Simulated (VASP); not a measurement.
Set up this calculation in VASP 6.6.1, as the native input.

```yaml
Task: single point
Functional: PBE
Potentials_or_basis: VASP PAW PBE potentials, release 64 (Fe, Ni)
Cutoff: 520 eV
k_mesh: 8 × 8 × 8
Occupations: gaussian, width 0.1 eV
Spin: collinear spin, ferromagnetic start
Starting_moments: "[3.2, 3.2, 0.75, 0.75, 0.75, 0.75, 0.75, 0.75] μB"
Dipole_correction: no
Further_INCAR_settings: ALGO = Normal; EDIFF = 1e-06; NBANDS = 52
```

The structure of FeNi3 lies in POSCAR:

```
FeNi3
1.0
   -3.5458853621      3.5458853621      0.0000000000
    0.0000000000      3.5458853621     -3.5458853621
   -3.5458853621      0.0000000000     -3.5458853621
Fe Ni
2 6
Direct
    0.0000000000      0.0000000000      0.0000000000
    0.5000000000      0.5000000000      0.5000000000
    0.0000000000      0.5000000000      0.0000000000
    0.5000000000      0.0000000000      0.5000000000
    0.5000000000      0.0000000000      0.0000000000
    0.0000000000      0.5000000000      0.5000000000
    0.0000000000      0.0000000000      0.5000000000
    0.5000000000      0.5000000000      0.0000000000
```

One way to write it, as run:

INCAR

```
SYSTEM = FeNi3
  PREC = Accurate
  ENCUT = 520
  EDIFF = 1E-6
  ISMEAR = 0
  SIGMA = 0.1
  LREAL = .False.
  LASPH = .True.
  NELM = 150
  ALGO = Normal
  ISIF = 2
  LWAVE = .False.
  LCHARG = .True.
  ISPIN = 2
  MAGMOM = 3.2 3.2 0.75 0.75 0.75 0.75 0.75 0.75
  LORBIT = 11
  LMAXMIX = 4
  GGA = PE
  LELF = .True.
  LVHAR = .True.
  NBANDS = 52
```

KPOINTS

```
regular mesh
0
Gamma
  8 8 8
  0 0 0
```

Potentials or basis: VASP PAW PBE potentials, release 64 (Fe, Ni).

Command:

```bash
$ cat potpaw_PBE.64/Fe/POTCAR potpaw_PBE.64/Ni/POTCAR > POTCAR
$ mpirun -np 1 vasp_std > vasp.out
```

Results of the run:

The pressure is -0.2 GPa, the net moment is 9.65 μB per cell and the site moments are Fe +2.92; Ni +0.65 μB. The valence electrons inside the program's atomic spheres are Fe 7.08; Ni 9.33.

Wall time 7.2 min on 1 thread of Intel Xeon 6975P-C (shared host), peak memory 0.41 GiB.
